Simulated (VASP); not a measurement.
# La2O3 (P-3m1) in VASP: a series of runs, part 2 of 2

VASP 6.6.1. Earlier steps stand in the parts before.

## 4. Single point, PBE

POSCAR

```
La2O3
1.0
    3.9307778780      0.0000000000      0.0000000000
   -1.9653889390      3.4041534990      0.0000000000
    0.0000000000      0.0000000000      6.1119535200
La O
2 3
Direct
    0.3333333333      0.6666666667      0.2462356800
    0.6666666667      0.3333333333      0.7537643200
    0.0000000000      0.0000000000      0.0000000000
    0.3333333333      0.6666666667      0.6458906500
    0.6666666667      0.3333333333      0.3541093500
```

INCAR.step1

```
SYSTEM = La2O3
PREC = Accurate
ENCUT = 520
EDIFF = 1E-6
ISMEAR = -1
SIGMA = 0.05
LREAL = .False.
LASPH = .True.
NELM = 100
ALGO = Normal
ISIF = 2
LWAVE = .False.
LCHARG = .True.
LMAXMIX = 6
GGA = PE
NBANDS = 28
```

KPOINTS.step1

```
Automatic mesh
0
Gamma
  8 8 5
  0 0 0
```

INCAR.step2

```
SYSTEM = La2O3
PREC = Accurate
ENCUT = 520
EDIFF = 1E-6
ISMEAR = -5
SIGMA = 0.05
LREAL = .False.
LASPH = .True.
NELM = 100
ALGO = Normal
ISIF = 2
LWAVE = .False.
LCHARG = .False.
LMAXMIX = 6
GGA = PE
LORBIT = 10
NBANDS = 28
NEDOS = 1001
ICHARG = 11
```

KPOINTS.step2

```
Automatic mesh
0
Gamma
  12 12 8
  0 0 0
```

Potentials or basis: VASP PAW PBE potentials, release 64 (La, O).

The run is started by

```console
cat potpaw_PBE.64/La/POTCAR potpaw_PBE.64/O/POTCAR > POTCAR
cp INCAR.step1 INCAR
cp KPOINTS.step1 KPOINTS
mpirun -np 1 vasp_std > vasp.out
cp INCAR.step2 INCAR
cp KPOINTS.step2 KPOINTS
mpirun -np 1 vasp_std > vasp.out
```

OUTCAR:

```text
SYSTEM = La2O3
   PREC = Accurate
   ENCUT = 520
   EDIFF = 1E-6
   ISMEAR = -5
   LREAL = .False.
   LASPH = .True.
   NELM = 100
   ISIF = 2
   GGA = PE
   LORBIT = 10
   ICHARG = 11

 ion  position               nearest neighbor table
   1  0.333  0.667  0.246-   5 2.36   5 2.36   5 2.36   4 2.44   3 2.72   3 2.72   3 2.72
   2  0.667  0.333  0.754-   4 2.36   4 2.36   4 2.36   5 2.44   3 2.72   3 2.72   3 2.72
   3  0.000  0.000  0.000-   1 2.72   2 2.72   2 2.72   1 2.72   2 2.72   1 2.72
   4  0.333  0.667  0.646-   2 2.36   2 2.36   2 2.36   1 2.44
   5  0.667  0.333  0.354-   1 2.36   1 2.36   1 2.36   2 2.44

  LATTYP: Found a hexagonal cell.
 ALAT       =     3.9307778780
 C/A-ratio  =     1.5548966921

  Lattice vectors:

 A1 = (   3.9307778780,   0.0000000000,   0.0000000000)
 A2 = (  -1.9653889390,   3.4041534990,   0.0000000000)
 A3 = (   0.0000000000,   0.0000000000,   6.1119535200)

Analysis of symmetry for initial positions (statically):
=====================================================================
 Subroutine PRICEL returns:
 Original cell was already a primitive cell.

 Routine SETGRP: Setting up the symmetry group for a
 hexagonal supercell.

 Subroutine GETGRP returns: Found 12 space group operations
 (whereof 12 operations were pure point group operations)
 out of a pool of 24 trial point group operations.

The static configuration has the point symmetry D_3d.

Analysis of symmetry for dynamics (positions and initial velocities):
=====================================================================
 Subroutine PRICEL returns:
 Original cell was already a primitive cell.

 Routine SETGRP: Setting up the symmetry group for a
 hexagonal supercell.

 Subroutine GETGRP returns: Found 12 space group operations
 (whereof 12 operations were pure point group operations)
 out of a pool of 24 trial point group operations.

The dynamic configuration has the point symmetry D_3d.

[... 136 lines left out ...]
   LRPA    =     F    only Hartree local field effects (RPA)
 non-spin polarized calculation
 Fermi weights with tetrahedron method with Bloechl corrections
  energy-cutoff  :      520.00
  volume of cell :       81.78
 maximum number of plane-waves:      2231
 NGX is ok and might be reduce to    30

 number of electron      39.9999992 magnetization

 Free energy of the ion-electron system (eV)
  ---------------------------------------------------
  ext. energy  EPLUGINS =         0.00000000
  ---------------------------------------------------
  free energy    TOTEN  =       -41.81743705 eV

  energy without entropy =      -41.81743705  energy(sigma->0) =      -41.81743705

 E-fermi :   6.0098     XC(G=0): -10.4725

 val. band max:        5.9816998339   @ k =   0.5000   0.0000   0.5000
 cond. band min:       9.8400262413   @ k =   0.5000   0.0000   0.0000
 fundamental gap:      3.8583264074
 Fermi energy:         6.0097714216

 k-point     1 :       0.0000    0.0000    0.0000
  band No.  band energies     occupation
      1     -23.8433      2.00000
      2     -23.5994      2.00000
      3     -10.9635      2.00000
      4      -9.7106      2.00000
      5      -9.2606      2.00000
      6      -7.3095      2.00000
[... 733 lines left out ...]
     27      11.4087      0.00000
     28      11.5739      0.00000

 [... further k-points ...]

------------------------ aborting loop because EDIFF is reached ----------------------------------------

  FORCE on cell =-STRESS in cart. coord.  units (eV):
  Direction    XX          YY          ZZ          XY          YZ          ZX
  --------------------------------------------------------------------------------------
  -------------------------------------------------------------------------------------
  Total        0.7583816      0.7583816      0.9269680      0.0000000      0.0000000      0.0000000
  in kB       14.8569855     14.8569855     18.1596563      0.0000000      0.0000000      0.0000000
  external PRESSURE =      15.9578757 kB  Pullay stress =       0.0000000 kB

 VOLUME and BASIS-vectors are now :
 -----------------------------------------------------------------------------
  energy-cutoff  :      520.00
  volume of cell :       81.78
      direct lattice vectors                 reciprocal lattice vectors
     3.930777878  0.000000000  0.000000000     0.254402571  0.146879393  0.000000000
    -1.965388939  3.404153499  0.000000000     0.000000000  0.293758786  0.000000000
     0.000000000  0.000000000  6.111953520     0.000000000  0.000000000  0.163613810

 POSITION                                       TOTAL-FORCE (eV/Angst)
 -----------------------------------------------------------------------------------
     -0.00000      2.26944      1.50498         0.000000     -0.000000     -0.002380
      1.96539      1.13472      4.60697        -0.000000      0.000000      0.002380
      0.00000      0.00000      0.00000         0.000000      0.000000      0.000000
     -0.00000      2.26944      3.94765         0.000000      0.000000      0.011472
      1.96539      1.13472      2.16430         0.000000     -0.000000     -0.011472
 -----------------------------------------------------------------------------------
    total drift:                               -0.000000      0.000000     -0.000000

  FREE ENERGIE OF THE ION-ELECTRON SYSTEM (eV)
  ---------------------------------------------------
  free  energy   TOTEN  =       -41.8174370523 eV

  energy  without entropy=      -41.8174370523  energy(sigma->0) =      -41.81743705

 total charge

# of ion       s       p       d       f       tot
--------------------------------------------------
    1        2.019   5.697   0.645   0.244   8.605
    2        2.019   5.697   0.645   0.244   8.605
    3        1.557   3.381   0.000   0.000   4.937
    4        1.570   3.465   0.000   0.000   5.035
    5        1.570   3.465   0.000   0.000   5.035
--------------------------------------------------
tot          8.735  21.705   1.290   0.488  32.218
```

OSZICAR.step1:

```text
N       E                     dE             d eps       ncg     rms          rms(c)
DAV:   1     0.475827234201E+03    0.47583E+03   -0.15437E+04  2328   0.220E+03
DAV:   2     0.897762989653E+02   -0.38605E+03   -0.36585E+03  2928   0.353E+02
DAV:   3    -0.320393850787E+02   -0.12182E+03   -0.11687E+03  3656   0.198E+02
DAV:   4    -0.464978390189E+02   -0.14458E+02   -0.14421E+02  3768   0.739E+01
DAV:   5    -0.474785500712E+02   -0.98071E+00   -0.97981E+00  3896   0.211E+01    0.150E+01
DAV:   6    -0.418458383448E+02    0.56327E+01   -0.49533E+01  3616   0.381E+01    0.766E+00
DAV:   7    -0.418165987183E+02    0.29240E-01   -0.52294E+00  4336   0.205E+01    0.357E+00
DAV:   8    -0.418196974358E+02   -0.30987E-02   -0.60248E-01  3920   0.598E+00    0.122E+00
DAV:   9    -0.418135040454E+02    0.61934E-02   -0.10611E-01  4080   0.236E+00    0.328E-01
DAV:  10    -0.418160689855E+02   -0.25649E-02   -0.23821E-02  3904   0.971E-01    0.162E-01
DAV:  11    -0.418173401073E+02   -0.12711E-02   -0.73999E-03  4168   0.602E-01    0.123E-01
DAV:  12    -0.418174039749E+02   -0.63868E-04   -0.24542E-03  3640   0.292E-01    0.485E-02
DAV:  13    -0.418174554110E+02   -0.51436E-04   -0.10084E-03  4032   0.202E-01    0.257E-02
DAV:  14    -0.418174545637E+02    0.84733E-06   -0.15538E-04  3808   0.935E-02    0.751E-03
DAV:  15    -0.418174549107E+02   -0.34697E-06   -0.18405E-05  3576   0.342E-02    0.249E-03
DAV:  16    -0.418174551800E+02   -0.26932E-06   -0.54889E-06  3016   0.153E-02
   1 F= -.41817455E+02 E0= -.41817455E+02  d E =-.237025E-10
```

Wall time 3.8 min (1 thread of AMD EPYC 9R45 (Zen 5), shared host); peak memory 0.38 GiB.

Results:

* Valence electrons inside the program's atomic spheres: La 8.61; O 4.94, 5.04 (each value once)

Levels at points of the mesh, in eV from the valence-band top:
| k point | band 18 | band 19 | band 20 | band 21 | band 22 | band 23 |
| --- | --- | --- | --- | --- | --- | --- |
| (0.00, 0.00, 0.00) | -0.38 | -0.38 | -0.12 | 4.31 | 4.60 | 4.60 |
| (0.50, 0.00, 0.00) | -0.66 | -0.42 | -0.30 | 3.86 | 4.71 | 5.17 |
| (0.00, 0.00, 0.50) | -0.78 | -0.28 | -0.28 | 4.69 | 4.73 | 4.73 |
| (0.50, 0.00, 0.50) | -0.70 | -0.37 | 0.00 | 4.41 | 4.63 | 5.06 |

Caveat: spin-orbit coupling is left out, which moves the levels of the heavy elements.
